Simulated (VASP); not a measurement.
# Ga2F3 (P-3m1) in VASP: further runs

Runs on Ga2F3. Level: PBE. Tasks: single point, relaxation of cell and atoms.

Program: VASP 6.6.1. These are calculated values, not measurements. Logs are shortened: lines on timing, memory, paths and dates and some standing lists are left out, and cuts for length are marked.

### Step 1. The cell of the first run

Symmetry: P-3m1, No. 164, trigonal system. The conventional cell has a = 3.947 Å, b = 3.947 Å, c = 4.766 Å, α = 90.00°, β = 90.00°, γ = 120.00°. Ga (site symmetry 3m) has 8 F at 2.32 to 2.54 Å and 3 Ga at 2.63 Å within 3.1 Å. F (site symmetry -3m) has 6 Ga at 2.37 Å and 6 F at 2.90 Å within 3.1 Å. F (site symmetry 3m) has 5 Ga at 2.32 to 2.54 Å and 6 F at 2.57 to 2.90 Å within 3.1 Å.

### Step 2. Single point, PBE

The input, INCAR:

```
  ALGO = Normal
  EDIFF = 1E-7
  ENCUT = 520
  GGA = PE
  ISIF = 2
  ISMEAR = 0
  LASPH = True
  LCHARG = True
  LELF = True
  LREAL = False
  LVHAR = True
  LWAVE = False
  NBANDS = 32
  NELM = 60
  PREC = Accurate
  SIGMA = 0.1
```

The input, KPOINTS:

```
k-points
0
Gamma
  6 6 4
```

The input, POSCAR:

```
Ga2F3
1.0
    3.9474393439      0.0000000000      0.0000000000
   -1.9737196720      3.4185827517      0.0000000000
    0.0000000000      0.0000000000      4.7661689745
Ga F
2 3
Direct
    0.3333333333      0.6666666667      0.1380000000
    0.6666666667      0.3333333333      0.8620000000
    0.0000000000      0.0000000000      0.0000000000
    0.3333333333      0.6666666667      0.6250000000
    0.6666666667      0.3333333333      0.3750000000
```

Potentials or basis: VASP PAW PBE potentials, release 64 (Ga_d, F).

Run with:

```console
cat potpaw_PBE.64/Ga_d/POTCAR potpaw_PBE.64/F/POTCAR > POTCAR
mpirun -np 1 vasp_std > vasp.out
```

OUTCAR:

```text
EDIFF = 1E-7
   ENCUT = 520
   GGA = PE
   ISIF = 2
   ISMEAR = 0
   LASPH = True
   LREAL = False
   NELM = 60
   PREC = Accurate

 ion  position               nearest neighbor table
   1  0.333  0.667  0.138-   4 2.32   3 2.37   3 2.37   3 2.37   2 2.63   2 2.63   2 2.63
   2  0.667  0.333  0.862-   5 2.32   3 2.37   3 2.37   3 2.37   1 2.63   1 2.63   1 2.63
   3  0.000  0.000  0.000-   1 2.37   2 2.37   2 2.37   1 2.37   2 2.37   1 2.37
   4  0.333  0.667  0.625-   1 2.32
   5  0.667  0.333  0.375-   2 2.32

  LATTYP: Found a hexagonal cell.
 ALAT       =     3.9474393439
 C/A-ratio  =     1.2074077799

  Lattice vectors:

 A1 = (   3.9474393439,   0.0000000000,   0.0000000000)
 A2 = (  -1.9737196720,   3.4185827517,   0.0000000000)
 A3 = (   0.0000000000,   0.0000000000,   4.7661689745)

Analysis of symmetry for initial positions (statically):
=====================================================================
 Subroutine PRICEL returns:
 Original cell was already a primitive cell.

 Routine SETGRP: Setting up the symmetry group for a
 hexagonal supercell.

 Subroutine GETGRP returns: Found 12 space group operations
 (whereof 12 operations were pure point group operations)
 out of a pool of 24 trial point group operations.

The static configuration has the point symmetry D_3d.

Analysis of symmetry for dynamics (positions and initial velocities):
=====================================================================
 Subroutine PRICEL returns:
 Original cell was already a primitive cell.

 Routine SETGRP: Setting up the symmetry group for a
 hexagonal supercell.

 Subroutine GETGRP returns: Found 12 space group operations
 (whereof 12 operations were pure point group operations)
 out of a pool of 24 trial point group operations.

The dynamic configuration has the point symmetry D_3d.

 Subroutine INISYM returns: Found 12 space group operations
 (whereof 12 operations are pure point group operations),
 and found     1 'primitive' translations

----------------------------------------------------------------------------------------

                                     Primitive cell

  volume of cell :      64.3178

  direct lattice vectors                    reciprocal lattice vectors
     3.947439344  0.000000000  0.000000000     0.253328782  0.146259440  0.000000000
    -1.973719672  3.418582752  0.000000000     0.000000000  0.292518881  0.000000000
     0.000000000  0.000000000  4.766168975     0.000000000  0.000000000  0.209812116

  length of vectors
     3.947439344  3.947439344  4.766168975     0.292518881  0.292518881  0.209812116

  position of ions in fractional coordinates (direct lattice)
     0.333333333  0.666666667  0.138000000
     0.666666667  0.333333333  0.862000000
     0.000000000  0.000000000  0.000000000
     0.333333333  0.666666667  0.625000000
     0.666666667  0.333333333  0.375000000

  ion indices of the primitive-cell ions
   primitive index   ion index
                 1           1
                 2           2
                 3           3
                 4           4
                 5           5

----------------------------------------------------------------------------------------

 KPOINTS: k-points

Automatic generation of k-mesh.
 Grid dimensions read from file:
 generate k-points for:    6    6    4

 Generating k-lattice:

  Cartesian coordinates                     Fractional coordinates (reciprocal lattice)
     0.042221464  0.024376573  0.000000000     0.166666667  0.000000000  0.000000000
     0.000000000  0.048753147  0.000000000     0.000000000  0.166666667  0.000000000
     0.000000000  0.000000000  0.052453029     0.000000000  0.000000000  0.250000000

  Length of vectors
     0.048753147  0.048753147  0.052453029

  Shift w.r.t. Gamma in fractional coordinates (k-lattice)
     0.000000000  0.000000000  0.000000000

 Subroutine IBZKPT returns following result:
 ===========================================

 Found     24 irreducible k-points:

 Following reciprocal coordinates:
[... 50 lines left out ...]

 k-point     2 :       0.1667    0.0000    0.0000
  band No.  band energies     occupation
      1     -20.6396      2.00000
      2     -19.4310      2.00000
      3     -18.8512      2.00000
      4     -11.6177      2.00000
      5     -11.6053      2.00000
      6     -11.5410      2.00000
[... 24 lines left out ...]
     31      15.9054      0.00000
     32      16.6881      0.00000

 k-point     3 :       0.3333    0.0000    0.0000
  band No.  band energies     occupation
      1     -20.5801      2.00000
      2     -19.3515      2.00000
      3     -18.9519      2.00000
      4     -11.6081      2.00000
      5     -11.5560      2.00000
      6     -11.4761      2.00000
[... 24 lines left out ...]
     31      15.1307      0.00000
     32      17.2058      0.00000

 k-point     4 :       0.5000    0.0000    0.0000
  band No.  band energies     occupation
      1     -20.5509      2.00000
      2     -19.2806      2.00000
      3     -19.0320      2.00000
      4     -11.6027      2.00000
      5     -11.5064      2.00000
      6     -11.4349      2.00000
[... 24 lines left out ...]
     31      14.5068      0.00000
     32      17.3990      0.00000

 k-point     5 :       0.1667    0.1667    0.0000
  band No.  band energies     occupation
      1     -20.5951      2.00000
      2     -19.3753      2.00000
      3     -18.9227      2.00000
      4     -11.6109      2.00000
      5     -11.5714      2.00000
      6     -11.4998      2.00000
[... 584 lines left out ...]
     31      16.7150      0.00000
     32      18.1248      0.00000

 k-point    22 :       0.1667    0.1667    0.5000
  band No.  band energies     occupation
      1     -20.5811      2.00000
      2     -19.3725      2.00000
      3     -18.9016      2.00000
      4     -11.6114      2.00000
      5     -11.5745      2.00000
      6     -11.5222      2.00000
[... 24 lines left out ...]
     31      15.0231      0.00000
     32      16.4168      0.00000

 k-point    23 :       0.3333    0.1667    0.5000
  band No.  band energies     occupation
      1     -20.5490      2.00000
      2     -19.2504      2.00000
      3     -19.0229      2.00000
      4     -11.6020      2.00000
      5     -11.5128      2.00000
      6     -11.4864      2.00000
[... 24 lines left out ...]
     31      16.3174      0.00000
     32      17.2603      0.00000

 k-point    24 :       0.3333    0.3333    0.5000
  band No.  band energies     occupation
      1     -20.5383      2.00000
      2     -19.1358      2.00000
      3     -19.1358      2.00000
      4     -11.5988      2.00000
      5     -11.4783      2.00000
      6     -11.4783      2.00000
[... 24 lines left out ...]
     31      16.5611      0.00000
     32      16.5883      0.00000

------------------------ aborting loop because EDIFF is reached ----------------------------------------

  FORCE on cell =-STRESS in cart. coord.  units (eV):
  Direction    XX          YY          ZZ          XY          YZ          ZX
  --------------------------------------------------------------------------------------
  -------------------------------------------------------------------------------------
  Total        5.1489348      5.1489348     -1.3774577     -0.0000000      0.0000000      0.0000000
  in kB      128.2616968    128.2616968    -34.3129337     -0.0000000      0.0000000      0.0000000
  external PRESSURE =      74.0701533 kB  Pullay stress =       0.0000000 kB

 VOLUME and BASIS-vectors are now :
 -----------------------------------------------------------------------------
  energy-cutoff  :      520.00
  volume of cell :       64.32
      direct lattice vectors                 reciprocal lattice vectors
     3.947439344  0.000000000  0.000000000     0.253328782  0.146259440  0.000000000
    -1.973719672  3.418582752  0.000000000     0.000000000  0.292518881  0.000000000
     0.000000000  0.000000000  4.766168975     0.000000000  0.000000000  0.209812116

 POSITION                                       TOTAL-FORCE (eV/Angst)
 -----------------------------------------------------------------------------------
     -0.00000      2.27906      0.65773         0.000000     -0.000000      2.379412
      1.97372      1.13953      4.10844         0.000000      0.000000     -2.379412
      0.00000      0.00000      0.00000        -0.000000      0.000000      0.000000
     -0.00000      2.27906      2.97886        -0.000000      0.000000     -0.283349
      1.97372      1.13953      1.78731         0.000000     -0.000000      0.283349
 -----------------------------------------------------------------------------------
    total drift:                               -0.000000      0.000000     -0.000000

  FREE ENERGIE OF THE ION-ELECTRON SYSTEM (eV)
  ---------------------------------------------------
  free  energy   TOTEN  =       -18.2908828904 eV

  energy  without entropy=      -18.2852281811  energy(sigma->0) =      -18.28805554
```

Run time: 28 s. Hardware: 1 thread of Intel Xeon 6975P-C (Granite Rapids), shared host; peak memory 0.19 GiB.

What came out:

- Free energy: -18.2909 eV
- Pressure: 7.4 GPa
- Largest force: 2.379 eV/Å
- Band gap on the k mesh: zero (an odd number of electrons rules out a gap without spin polarisation)

Forces in eV/Å, atoms in the order of the input:
```
Ga   0.000  0.000  2.379
Ga   0.000  0.000 -2.379
F    0.000  0.000  0.000
F    0.000  0.000 -0.283
F    0.000  0.000  0.283
```

Levels at points of the mesh, in eV from the Fermi level:
```csv
k point,band 19,band 20,band 21,band 22,band 23,band 24,band 25,band 26,band 27,band 28
"(0.00, 0.00, 0.00)",-4.32,-4.06,-3.95,-3.07,-3.07,1.49,3.73,3.73,5.25,8.62
"(0.50, 0.00, 0.00)",-4.49,-4.16,-3.07,-2.97,-1.49,-0.68,4.15,4.82,6.47,7.74
"(0.00, 0.00, 0.50)",-4.12,-4.12,-3.23,-3.23,-1.68,0.61,3.28,3.28,5.80,7.25
"(0.50, 0.00, 0.50)",-4.37,-3.38,-3.19,-2.88,-0.66,0.15,2.68,4.48,5.07,7.77
```

Caveat: the cell stands under pressure; an odd number of electrons without spin polarisation forces a metal; a magnetic or distorted state may lie lower.

### Step 3. Single point, PBE

This run uses another cell than the first one, of 14.58 Å³/atom.

The input, INCAR:

```
SYSTEM = Ga2F3
PREC = Accurate
ENCUT = 520
EDIFF = 1E-7
ISMEAR = 0
SIGMA = 0.1
LREAL = .FALSE.
LASPH = .TRUE.
NELM = 100
ALGO = Normal
ISIF = 2
LWAVE = .FALSE.
LCHARG = .FALSE.
GGA = PE
NBANDS = 32
```

The input, KPOINTS:

```
Automatic mesh
0
G
  6 6 4
  0 0 0
```

The input, POSCAR:

```
Ga2F3
1.0
    4.2048272829      0.0000000000      0.0000000000
   -2.1024136415      3.6414872455      0.0000000000
    0.0000000000      0.0000000000      4.7612699131
Ga F
2 3
Direct
    0.3333333333      0.6666666667      0.1907517113
    0.6666666667      0.3333333333      0.8092482887
    0.0000000000      0.0000000000      0.0000000000
    0.3333333333      0.6666666667      0.5974423320
    0.6666666667      0.3333333333      0.4025576680
```

Potentials or basis: VASP PAW PBE potentials, release 64 (Ga_d, F).

Run with:

```console
cat potpaw_PBE.64/Ga_d/POTCAR potpaw_PBE.64/F/POTCAR > POTCAR
mpirun -np 1 vasp_std > vasp.out
```

Run time: 27 s. Hardware: 1 thread of Intel Xeon 6975P-C (Granite Rapids), shared host; peak memory 0.19 GiB.

Results (log left out):

* Free energy: -19.3206 eV
* Pressure: 0.1 GPa
* Largest force: 0.106 eV/Å
* Band gap on the k mesh: zero (an odd number of electrons rules out a gap without spin polarisation)

Forces on the atoms (eV/Å):
```
Ga   0.000  0.000 -0.104
Ga   0.000  0.000  0.104
F    0.000  0.000  0.000
F    0.000  0.000  0.106
F    0.000  0.000 -0.106
```

Stress tensor (GPa, compression positive):
```
-0.07  0.00  0.00
 0.00 -0.07  0.00
 0.00  0.00  0.48
```

Levels at points of the mesh, in eV from the Fermi level:
| k point | band 19 | band 20 | band 21 | band 22 | band 23 | band 24 | band 25 | band 26 | band 27 | band 28 |
| --- | --- | --- | --- | --- | --- | --- | --- | --- | --- | --- |
| (0.00, 0.00, 0.00) | -4.18 | -4.18 | -3.55 | -3.50 | -3.50 | 1.27 | 4.49 | 4.49 | 5.29 | 7.13 |
| (0.50, 0.00, 0.00) | -3.92 | -3.80 | -3.44 | -3.43 | -1.44 | -0.68 | 4.12 | 5.09 | 6.19 | 7.00 |
| (0.00, 0.00, 0.50) | -4.04 | -4.04 | -3.67 | -3.67 | -2.02 | 0.39 | 3.75 | 3.75 | 6.51 | 6.97 |
| (0.50, 0.00, 0.50) | -4.16 | -3.75 | -3.44 | -3.30 | -0.65 | 0.14 | 2.80 | 4.45 | 4.98 | 7.44 |

Caveat: an odd number of electrons without spin polarisation forces a metal; a magnetic or distorted state may lie lower.

### Step 4. Relaxation of cell and atoms, PBE

The input, INCAR:

```
PREC = Accurate ; ENCUT = 600
EDIFF = 1E-6 ; ISMEAR = 0
SIGMA = 0.1 ; LREAL = False
LASPH = True ; NELM = 60
ALGO = Normal ; ISIF = 3
LWAVE = False ; LCHARG = False
GGA = PE ; IBRION = 2
NSW = 90 ; EDIFFG = -0.04
```

The input, KPOINTS:

```
regular mesh
0
Gamma
  6 6 4
```

The input, POSCAR:

```
Ga2F3
1.0
    3.9474393439      0.0000000000      0.0000000000
   -1.9737196720      3.4185827517      0.0000000000
    0.0000000000      0.0000000000      4.7661689745
Ga F
2 3
Direct
    0.3333333333      0.6666666667      0.1380000000
    0.6666666667      0.3333333333      0.8620000000
    0.0000000000      0.0000000000      0.0000000000
    0.3333333333      0.6666666667      0.6250000000
    0.6666666667      0.3333333333      0.3750000000
```

Run with:

```console
cat potpaw_PBE.64/Ga_d/POTCAR potpaw_PBE.64/F/POTCAR > POTCAR
mpirun -np 1 vasp_std > vasp.out
```

Wall time 3.1 min (1 thread of Intel Xeon 6975P-C (Granite Rapids), shared host); peak memory 0.22 GiB.

The run converged. Its results:

| Quantity | Value |
| --- | --- |
| Free energy | -19.3110 eV |
| Relaxed volume | 14.54 Å³/atom |
| Relaxed cell | a = 4.205 Å, b = 4.205 Å, c = 4.745 Å, α = 90.00°, β = 90.00°, γ = 120.00° |
| Space group after relaxing (to 0.1 Å) | P-3m1 (No. 164) |
| Energy gained by relaxing | 203.1 meV/atom |
| Ionic steps | 12 |
| Pressure after relaxing | 0.0 GPa |
| Largest force after relaxing | 0.011 eV/Å |
| Band gap on the k mesh | zero (an odd number of electrons rules out a gap without spin polarisation) |

Forces in eV/Å, atoms in the order of the input:
```
Ga   0.000  0.000 -0.011
Ga   0.000  0.000  0.011
F    0.000  0.000  0.000
F    0.000  0.000  0.004
F    0.000  0.000 -0.004
```

Stress tensor (GPa, compression positive):
```
-0.13  0.00  0.00
 0.00 -0.13  0.00
 0.00  0.00  0.11
```

Step by step:
```
step  energy change (eV)  largest force (eV/Å)  pressure (GPa)  volume (Å³)
   1              0.0000                2.3796            7.29        64.32
   2             -0.7361                1.3387           -0.19        69.83
   3             -0.9294                0.5815           -2.24        73.87
   4             -0.9394                0.4921           -2.31        74.90
   5             -0.9705                0.3079            0.79        72.61
   6             -0.9737                0.2121            0.01        73.11
   7             -0.9943                0.1566            0.21        72.63
   8             -1.0123                0.0280            0.74        71.62
   9             -1.0124                0.0180            0.81        71.56
  10             -1.0141                0.1308           -0.33        72.70
  11             -1.0145                0.0934            0.03        72.34
  12             -1.0153                0.0108           -0.05        72.68
```

Final structure:
```cif
data_structure
_symmetry_space_group_name_H-M 'P 1'
_symmetry_Int_Tables_number 1
_cell_length_a 4.2053
_cell_length_b 4.2053
_cell_length_c 4.7454
_cell_angle_alpha 90.000
_cell_angle_beta 90.000
_cell_angle_gamma 120.000
_cell_volume 72.68
loop_
_atom_site_label
_atom_site_type_symbol
_atom_site_fract_x
_atom_site_fract_y
_atom_site_fract_z
_atom_site_occupancy
Ga1 Ga 0.33333 0.66667 0.18998 1
Ga2 Ga 0.66667 0.33333 0.81002 1
F1 F 0.00000 0.00000 0.00000 1
F2 F 0.33333 0.66667 0.60096 1
F3 F 0.66667 0.33333 0.39904 1
```

Levels at points of the mesh, in eV from the Fermi level:
| k point | band 19 | band 20 | band 21 | band 22 | band 23 | band 24 | band 25 | band 26 | band 27 | band 28 |
| --- | --- | --- | --- | --- | --- | --- | --- | --- | --- | --- |
| (0.00, 0.00, 0.00) | -4.20 | -4.20 | -3.56 | -3.51 | -3.51 | 1.22 | 4.48 | 4.48 | 5.29 | 7.14 |
| (0.50, 0.00, 0.00) | -3.91 | -3.81 | -3.47 | -3.42 | -1.45 | -0.69 | 4.11 | 5.08 | 6.22 | 7.06 |
| (0.00, 0.00, 0.50) | -4.05 | -4.05 | -3.69 | -3.69 | -1.97 | 0.38 | 3.74 | 3.74 | 6.52 | 6.88 |
| (0.50, 0.00, 0.50) | -4.14 | -3.75 | -3.43 | -3.31 | -0.63 | 0.15 | 2.79 | 4.45 | 4.97 | 7.45 |

Caveat: an odd number of electrons without spin polarisation forces a metal; a magnetic or distorted state may lie lower.

### Step 5. Single point, PBE

This run uses another cell than the first one, of 14.60 Å³/atom.

The input, INCAR:

```
SYSTEM = Ga2F3
ALGO = Normal
EDIFF = 1E-6
ENCUT = 520
GGA = PE
ISIF = 2
ISMEAR = 0
LASPH = .TRUE.
LCHARG = .FALSE.
LREAL = .FALSE.
LWAVE = .FALSE.
NBANDS = 32
NELM = 80
PREC = Accurate
SIGMA = 0.1
```

The input, KPOINTS:

```
k-points
0
G
  12 12 8
  0 0 0
```

The input, POSCAR:

```
Ga2F3
1.0
    4.2039459986      0.0000000000      0.0000000000
   -2.1019729993      3.6407240309      0.0000000000
    0.0000000000      0.0000000000      4.7704677682
Ga F
2 3
Direct
    0.3333333333      0.6666666667      0.1915786772
    0.6666666667      0.3333333333      0.8084213228
    0.0000000000      0.0000000000      0.0000000000
    0.3333333333      0.6666666667      0.5972473980
    0.6666666667      0.3333333333      0.4027526020
```

Run with:

```console
cat potpaw_PBE.64/Ga_d/POTCAR potpaw_PBE.64/F/POTCAR > POTCAR
mpirun -np 1 vasp_std > vasp.out
```

It took 1.7 min on 1 thread of Intel Xeon 6975P-C (Granite Rapids), shared host; peak memory 0.34 GiB.

The run converged. Its results:

* Free energy: -19.3208 eV
* Pressure: 0.1 GPa
* Largest force: 0.108 eV/Å
* Band gap on the k mesh: zero (an odd number of electrons rules out a gap without spin polarisation)

Forces in eV/Å, atoms in the order of the input:
```
Ga   0.000  0.000 -0.108
Ga   0.000  0.000  0.108
F    0.000  0.000  0.000
F    0.000  0.000  0.108
F    0.000  0.000 -0.108
```

Stress tensor (GPa, compression positive):
```
-0.21  0.00  0.00
 0.00 -0.21  0.00
 0.00  0.00  0.68
```

Levels at points of the mesh, in eV from the Fermi level:
```
           k point  band 20  band 21  band 22  band 23  band 24  band 25  band 26  band 27
(0.00, 0.00, 0.00)    -4.14    -3.52    -3.47    -3.47     1.30     4.54     4.54     5.30
(0.50, 0.00, 0.00)    -3.76    -3.42    -3.40    -1.41    -0.64     4.14     5.13     6.19
(0.00, 0.00, 0.50)    -3.99    -3.64    -3.64    -1.99     0.40     3.80     3.80     6.54
(0.50, 0.00, 0.50)    -3.73    -3.41    -3.27    -0.63     0.17     2.83     4.49     5.00
```

Caveat: an odd number of electrons without spin polarisation forces a metal; a magnetic or distorted state may lie lower.

### Step 6. The runs side by side

```csv
task,cell,k mesh,cutoff (eV),gap on the mesh (eV),pressure (GPa),largest force (eV/Å)
single point,"a = 3.947, b = 3.947, c = 4.766 Å, angles 90.0, 90.0, 120.0°, 5 atoms, atomic positions A",6 × 6 × 4,520,none,7.4,2.38
single point,"a = 4.205, b = 4.205, c = 4.761 Å, angles 90.0, 90.0, 120.0°, 5 atoms, atomic positions B",6 × 6 × 4,520,none,0.1,0.11
relaxation of cell and atoms,"relaxed from a = 3.947, b = 3.947, c = 4.766 Å, angles 90.0, 90.0, 120.0°, 5 atoms, atomic positions A",6 × 6 × 4,600,none,0.0,0.01
single point,"a = 4.204, b = 4.204, c = 4.770 Å, angles 90.0, 90.0, 120.0°, 5 atoms, atomic positions B",12 × 12 × 8,520,none,0.1,0.11
```

Alike in all rows: level PBE; potentials or basis VASP PAW PBE potentials, release 64 (Ga_d, F); no spin polarisation; smearing gaussian 0.1 eV.

Caveats: an odd number of electrons without spin polarisation forces a metal; a magnetic or distorted state may lie lower; the cell stands under pressure (at least some runs).

Absolute energies hang on the potentials; compare differences alone.
